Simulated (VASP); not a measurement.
Write the native input for VASP 6.6.1 that does the following.

| Item | Value |
| --- | --- |
| Task | relaxation of shape and atoms at fixed volume |
| Functional | PBE |
| Potentials or basis | VASP PAW PBE potentials, release 64 (Rb_sv) |
| Cutoff | 600 eV |
| k mesh | 9 × 9 × 9 |
| Occupations | fermi-dirac, width 0.08 eV |
| Spin | no spin polarisation |
| Dipole correction | no |
| Further INCAR settings | ALGO = Normal; EDIFF = 1e-07; IBRION = 2; EDIFFG = -0.005; NSW = 50; ISIF = 4 |

The structure of Rb lies in POSCAR:

```
Rb
1.0
   -3.9162284222      3.9162284222      2.1122872362
    3.9162284222     -3.9162284222      2.1122872362
    3.9162284222      3.9162284222     -2.1122872362
Rb
2
Direct
   -0.3750000000     -0.1250000000     -0.2500000000
    0.3750000000      0.1250000000      0.2500000000
```

These files were run (other wordings do the same):

INCAR

```
SYSTEM = Rb
PREC = Accurate
ENCUT = 600
EDIFF = 1E-7
ISMEAR = -1
SIGMA = 0.08
LREAL = .FALSE.
LASPH = .TRUE.
NELM = 100
ALGO = Normal
ISIF = 4
LWAVE = .FALSE.
LCHARG = .FALSE.
GGA = PE
IBRION = 2
NSW = 50
EDIFFG = -0.005
```

KPOINTS

```
regular mesh
0
G
  9 9 9
  0 0 0
```

Potentials or basis: VASP PAW PBE potentials, release 64 (Rb_sv).

Launch:

```sh
$ cat potpaw_PBE.64/Rb_sv/POTCAR > POTCAR
$ mpirun -np 1 vasp_std > vasp.out
```

Results of the run:

The energy gained by relaxing is 0.3 meV/atom, the ionic steps are 3 and the pressure after relaxing is 1.9 GPa. The band gap on the k mesh is zero (bands 9 and 10 overlap by 1.48 eV).

Run time: 5.7 min on 1 thread of Intel Xeon 8259CL, on a shared host, peak memory 0.38 GiB.
